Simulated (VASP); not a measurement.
# SrCl2 (Fm-3m) in VASP: single point with HSE06

Aim: the single point of SrCl2 with HSE06.

All numbers are computed with VASP 6.6.1; they aren't measurements. Logs are shortened: lines on timing, memory, paths and dates and some standing lists are left out, and cuts for length are marked.

## 1. The cell of the first run

The structure is cubic, space group Fm-3m (No. 225). The conventional cell has a = 7.186 Å, b = 7.186 Å, c = 7.186 Å, α = 90.00°, β = 90.00°, γ = 90.00°. Within 4.1 Å of Sr (site symmetry m-3m) lie 8 Cl at 3.11 Å. Cl (site symmetry -43m) has 4 Sr at 3.11 Å and 6 Cl at 3.59 Å within 4.1 Å.

## 2. Single point, HSE06 (strain +2.7%)

File POSCAR:

```
SrCl2
1.0
    0.0000000000      3.5931368120      3.5931368120
    3.5931368120      0.0000000000      3.5931368120
    3.5931368120      3.5931368120      0.0000000000
Sr Cl
1 2
Direct
    0.0000000000      0.0000000000      0.0000000000
    0.2500000000      0.2500000000      0.2500000000
    0.7500000000      0.7500000000      0.7500000000
```

File INCAR.step1:

```
SYSTEM = SrCl2
PREC = Accurate ; ENCUT = 520
EDIFF = 1E-5 ; ISMEAR = 0
SIGMA = 0.01 ; LREAL = .FALSE.
LASPH = .TRUE. ; NELM = 100
ALGO = Normal ; ISIF = 2
LWAVE = .TRUE. ; LCHARG = .FALSE.
NBANDS = 19 ; GGA = PE
```

File INCAR.step2:

```
SYSTEM = SrCl2
PREC = Accurate ; ENCUT = 520
EDIFF = 1E-7 ; ISMEAR = 0
SIGMA = 0.01 ; LREAL = .FALSE.
LASPH = .TRUE. ; NELM = 100
ALGO = Normal ; ISIF = 2
LWAVE = .FALSE. ; LCHARG = .FALSE.
GGA = PE ; LHFCALC = .TRUE.
HFSCREEN = 0.2079 ; PRECFOCK = Normal
NBANDS = 19 ; ISTART = 1
```

File KPOINTS:

```
regular mesh
0
G
  4 4 4
  0 0 0
```

Potentials or basis: VASP PAW PBE potentials, release 64 (Sr_sv, Cl).

The run is started by

```bash
$ cat potpaw_PBE.64/Sr_sv/POTCAR potpaw_PBE.64/Cl/POTCAR > POTCAR
$ cp INCAR.step1 INCAR
$ mpirun -np 1 vasp_std > vasp.out
$ cp INCAR.step2 INCAR
$ mpirun -np 1 vasp_std > vasp.out
```

OUTCAR:

```text
SYSTEM = SrCl2
   PREC = Accurate
   ENCUT = 520
   EDIFF = 1E-7
   ISMEAR = 0
   LREAL = .FALSE.
   LASPH = .TRUE.
   NELM = 100
   ISIF = 2
   GGA = PE
   LHFCALC = .TRUE.
   HFSCREEN = 0.2079
   PRECFOCK = Normal
   ISTART = 1

 ion  position               nearest neighbor table
   1  0.000  0.000  0.000-   3 3.11   3 3.11   3 3.11   2 3.11   3 3.11   2 3.11   2 3.11   2 3.11

   2  0.250  0.250  0.250-   1 3.11   1 3.11   1 3.11   1 3.11
   3  0.750  0.750  0.750-   1 3.11   1 3.11   1 3.11   1 3.11

  LATTYP: Found a face centered cubic cell.
 ALAT       =     7.1862736240

  Lattice vectors:

 A1 = (   0.0000000000,   3.5931368120,   3.5931368120)
 A2 = (   3.5931368120,   0.0000000000,   3.5931368120)
 A3 = (   3.5931368120,   3.5931368120,   0.0000000000)

Analysis of symmetry for initial positions (statically):
=====================================================================
 Subroutine PRICEL returns:
 Original cell was already a primitive cell.

 Routine SETGRP: Setting up the symmetry group for a
 face centered cubic supercell.

 Subroutine GETGRP returns: Found 48 space group operations
 (whereof 48 operations were pure point group operations)
 out of a pool of 48 trial point group operations.

The static configuration has the point symmetry O_h .

Analysis of symmetry for dynamics (positions and initial velocities):
=====================================================================
 Subroutine PRICEL returns:
 Original cell was already a primitive cell.

 Routine SETGRP: Setting up the symmetry group for a
 face centered cubic supercell.

 Subroutine GETGRP returns: Found 48 space group operations
 (whereof 48 operations were pure point group operations)
 out of a pool of 48 trial point group operations.

The dynamic configuration has the point symmetry O_h .

 Subroutine INISYM returns: Found 48 space group operations
 (whereof 48 operations are pure point group operations),
 and found     1 'primitive' translations

----------------------------------------------------------------------------------------

                                     Primitive cell

  volume of cell :      92.7793

  direct lattice vectors                    reciprocal lattice vectors
     0.000000000  3.593136812  3.593136812    -0.139154178  0.139154178  0.139154178
     3.593136812  0.000000000  3.593136812     0.139154178 -0.139154178  0.139154178
     3.593136812  3.593136812  0.000000000     0.139154178  0.139154178 -0.139154178

  length of vectors
     5.081462811  5.081462811  5.081462811     0.241022107  0.241022107  0.241022107

  position of ions in fractional coordinates (direct lattice)
     0.000000000  0.000000000  0.000000000
     0.250000000  0.250000000  0.250000000
     0.750000000  0.750000000  0.750000000

  ion indices of the primitive-cell ions
   primitive index   ion index
                 1           1
                 2           2
                 3           3

----------------------------------------------------------------------------------------

 KPOINTS: regular mesh

Automatic generation of k-mesh.
 Grid dimensions read from file:
 generate k-points for:    4    4    4

 Generating k-lattice:

  Cartesian coordinates                     Fractional coordinates (reciprocal lattice)
    -0.034788545  0.034788545  0.034788545     0.250000000  0.000000000  0.000000000
     0.034788545 -0.034788545  0.034788545     0.000000000  0.250000000  0.000000000
     0.034788545  0.034788545 -0.034788545     0.000000000  0.000000000  0.250000000

  Length of vectors
     0.060255527  0.060255527  0.060255527

  Shift w.r.t. Gamma in fractional coordinates (k-lattice)
     0.000000000  0.000000000  0.000000000

 Subroutine IBZKPT returns following result:
 ===========================================

 Found      8 irreducible k-points:

 Following reciprocal coordinates:
            Coordinates               Weight
  0.000000  0.000000  0.000000      1.000000
  0.250000  0.000000  0.000000      8.000000
  0.500000  0.000000  0.000000      4.000000
  0.250000  0.250000  0.000000      6.000000
  0.500000  0.250000  0.000000     24.000000
 -0.250000  0.250000  0.000000     12.000000
  0.500000  0.500000  0.000000      3.000000
 -0.250000  0.500000  0.250000      6.000000
   k-points           NKPTS =      8   k-points in BZ     NKDIM =     64   number of bands    NBANDS=     19
   number of dos      NEDOS =    301   number of ions     NIONS =      3
   total plane-waves  NPLWV =  64000
   dimension x,y,z NGX =    40 NGY =   40 NGZ =   40
   dimension x,y,z NGXF=    80 NGYF=   80 NGZF=   80
   ions per type =               1   2
   NGX,Y,Z   is equivalent  to a cutoff of  13.09, 13.09, 13.09 a.u.
   NGXF,Y,Z  is equivalent  to a cutoff of  26.17, 26.17, 26.17 a.u.
 SYSTEM =  SrCl2
   PREC   = accura    normal or accurate (medium, high low for compatibility)
   ISTART =      1    job   : 0-new  1-cont  2-samecut
   ICHARG =      0    charge: 1-file 2-atom 10-const
   ISPIN  =      1    spin polarized calculation?
   LNONCOLLINEAR =      F non collinear calculations
   LSORBIT =      F    spin-orbit coupling
   LASPH  =      T    aspherical Exc in radial PAW
   ENCUT  =  520.0 eV  38.22 Ry    6.18 a.u.   9.45  9.45  9.45*2*pi/ulx,y,z
   NELM   =    100;   NELMIN=  2; NELMDL=  0     # of ELM steps
   EDIFF  = 0.1E-06   stopping-criterion for ELM
   LREAL  =      F    real-space projection
   EDIFFG = 0.1E-05   stopping-criterion for IOM
   NSW    =      0    number of steps for IOM
   IBRION =     -1    ionic relax: 0-MD 1-quasi-New 2-CG
   NFREE  =      0    steps in history (QN), initial steepest desc. (CG)
   ISIF   =      2    stress and relaxation
   ISYM   =      3    0-nonsym 1-usesym 2-fastsym
   POTIM  = 0.5000    time-step for ionic-motion
   TEBEG  =    0.0;   TEEND  =   0.0 temperature during run
   PSTRESS=    0.0 pullay stress
   NELECT =      24.0000    total number of electrons
   NUPDOWN=      -1.0000    fix difference up-down
   EMIN   =  10.00;   EMAX   =-10.00  energy-range for DOS
   EFERMI =   0.00;   METHOD = LEGACY
   ISMEAR =     0;   SIGMA  =   0.01  broadening in eV -4-tet -1-fermi 0-gaus
   EFERMI_NEDOS =   21; number of points for ismear=-14 and -15
   IALGO  =     38    algorithm
   IMIX   =      1    mixing-type and parameters
     AMIX     =   0.40;   BMIX     =  1.00
     AMIX_MAG =   1.60;   BMIX_MAG =  1.00
  volume/ion in A,a.u.               =      30.93       208.70
  Fermi-wavevector in a.u.,A,eV,Ry     =   1.043105  1.971183 14.804073  1.088069
  Thomas-Fermi vector in A             =   2.177800
   LORBIT       =      0    0 simple, 1 ext, 2 COOP (PROOUT), +10 PAW based schemes
   GGA     = PE    functional components
   LHFCALC =     T    Hartree Fock is set to
   PRECFOCK=normal    Normal, Fast or Accurate (Low or Medium for compatibility)
   ENCUT4O =  -1.0   cutoff for four orbital integrals eV
   NKREDX  =     1    reduce k-point grid by
   NKREDY  =     1    reduce k-point grid by
   NKREDZ  =     1    reduce k-point grid by
   AEXX    =    0.2500 exact exchange contribution
   HFSCREEN=    0.2079 screening length (either q_TF or 0.3 A-1)
   HFSCREENC=   0.2079 screening length for correlation (either q_TF or 0.3 A-1)
   ENCUTFOCK=  -1.0 apply spherical cutoff to Coloumb kernel
   IVDW    =     0    specifies the selected vdW correction
   LEPSILON=     F    determine dielectric tensor
   LRPA    =     F    only Hartree local field effects (RPA)
 non-spin polarized calculation
 Gauss-broadening in eV      SIGMA  =   0.01
  energy-cutoff  :      520.00
  volume of cell :       92.78
 maximum number of plane-waves:      2525
 NGX is ok and might be reduce to    40
  NGX = 30; NGY = 30; NGZ = 30

 number of electron      23.9999999 magnetization

 Free energy of the ion-electron system (eV)
  ---------------------------------------------------
  ext. energy  EPLUGINS =         0.00000000
  ---------------------------------------------------
  free energy    TOTEN  =       -14.76638085 eV

  energy without entropy =      -14.76638085  energy(sigma->0) =      -14.76638085

 E-fermi :  -1.2686     XC(G=0):  -6.6061

 val. band max:       -1.3201691628   @ k =   0.5000   0.5000   0.0000
 cond. band min:       4.9485372293   @ k =   0.0000   0.0000   0.0000
 fundamental gap:      6.2687063921
 Fermi energy:        -1.2686125895

 k-point     1 :       0.0000    0.0000    0.0000
  band No.  band energies     occupation
      1     -36.5873      2.00000
      2     -17.2691      2.00000
      3     -17.2691      2.00000
      4     -17.2691      2.00000
      5     -15.5961      2.00000
      6     -14.8514      2.00000
[... 11 lines left out ...]
     18       8.9012      0.00000
     19       9.1584      0.00000

 k-point     2 :       0.2500    0.0000    0.0000
  band No.  band energies     occupation
      1     -36.5862      2.00000
      2     -17.3944      2.00000
      3     -17.2746      2.00000
      4     -17.2746      2.00000
      5     -15.3675      2.00000
      6     -14.9406      2.00000
[... 11 lines left out ...]
     18       8.5465      0.00000
     19       9.3262      0.00000

 k-point     3 :       0.5000    0.0000    0.0000
  band No.  band energies     occupation
      1     -36.5852      2.00000
      2     -17.4935      2.00000
      3     -17.2801      2.00000
      4     -17.2801      2.00000
      5     -15.2406      2.00000
      6     -14.9464      2.00000
[... 11 lines left out ...]
     18       8.5104      0.00000
     19       8.5104      0.00000

 k-point     4 :       0.2500    0.2500    0.0000
  band No.  band energies     occupation
      1     -36.5859      2.00000
      2     -17.4237      2.00000
      3     -17.2820      2.00000
      4     -17.2820      2.00000
      5     -15.2736      2.00000
      6     -14.9846      2.00000
[... 11 lines left out ...]
     18       8.3133      0.00000
     19       8.8685      0.00000

 k-point     5 :       0.5000    0.2500    0.0000
  band No.  band energies     occupation
      1     -36.5848      2.00000
      2     -17.4758      2.00000
      3     -17.3395      2.00000
      4     -17.2875      2.00000
      5     -15.1138      2.00000
      6     -15.0116      2.00000
[... 11 lines left out ...]
     18       8.5630      0.00000
     19       9.4069      0.00000

 k-point     6 :      -0.2500    0.2500    0.0000
  band No.  band energies     occupation
      1     -36.5852      2.00000
      2     -17.4323      2.00000
      3     -17.3541      2.00000
      4     -17.2801      2.00000
      5     -15.1587      2.00000
      6     -15.0116      2.00000
[... 11 lines left out ...]
     18       8.4505      0.00000
     19       9.6416      0.00000

 k-point     7 :       0.5000    0.5000    0.0000
  band No.  band energies     occupation
      1     -36.5845      2.00000
      2     -17.5441      2.00000
      3     -17.2950      2.00000
      4     -17.2950      2.00000
      5     -15.1106      2.00000
      6     -14.9723      2.00000
[... 11 lines left out ...]
     18       8.2916      0.00000
     19       9.4129      0.00000

 k-point     8 :      -0.2500    0.5000    0.2500
  band No.  band energies     occupation
      1     -36.5845      2.00000
      2     -17.4248      2.00000
      3     -17.4248      2.00000
      4     -17.2951      2.00000
      5     -15.0366      2.00000
      6     -15.0366      2.00000
[... 11 lines left out ...]
     18       9.0921      0.00000
     19      10.4311      0.00000

------------------------ aborting loop because EDIFF is reached ----------------------------------------

  FORCE on cell =-STRESS in cart. coord.  units (eV):
  Direction    XX          YY          ZZ          XY          YZ          ZX
  --------------------------------------------------------------------------------------
  -------------------------------------------------------------------------------------
  Total       -1.2872155     -1.2872155     -1.2872155     -0.0000000      0.0000000     -0.0000000
  in kB      -22.2285216    -22.2285216    -22.2285216     -0.0000000      0.0000000     -0.0000000
  external PRESSURE =     -22.2285216 kB  Pullay stress =       0.0000000 kB

 VOLUME and BASIS-vectors are now :
 -----------------------------------------------------------------------------
  energy-cutoff  :      520.00
  volume of cell :       92.78
      direct lattice vectors                 reciprocal lattice vectors
     0.000000000  3.593136812  3.593136812    -0.139154178  0.139154178  0.139154178
     3.593136812  0.000000000  3.593136812     0.139154178 -0.139154178  0.139154178
     3.593136812  3.593136812  0.000000000     0.139154178  0.139154178 -0.139154178

 POSITION                                       TOTAL-FORCE (eV/Angst)
 -----------------------------------------------------------------------------------
      0.00000      0.00000      0.00000        -0.000000      0.000000     -0.000000
      1.79657      1.79657      1.79657        -0.000000     -0.000000     -0.000000
      5.38971      5.38971      5.38971         0.000000      0.000000      0.000000
 -----------------------------------------------------------------------------------
    total drift:                               -0.000006      0.000003     -0.000004

  FREE ENERGIE OF THE ION-ELECTRON SYSTEM (eV)
  ---------------------------------------------------
  free  energy   TOTEN  =       -14.7663808452 eV

  energy  without entropy=      -14.7663808452  energy(sigma->0) =      -14.76638085
```

Wall time 33 min (1 thread of AMD EPYC 7R43 (Zen 3), shared host); peak memory 0.31 GiB.

Results:

| Property | Result |
| --- | --- |
| Free energy | -14.7664 eV |
| Pressure | -2.2 GPa |
| Band gap on the k mesh | 6.27 eV (least direct gap 6.60 eV) |

Caveat: the cell differs from its parent crystal (strain +2.7%); the PAW data sets were made with another functional, which shifts forces and pressure a little. A k mesh can miss the band edges.
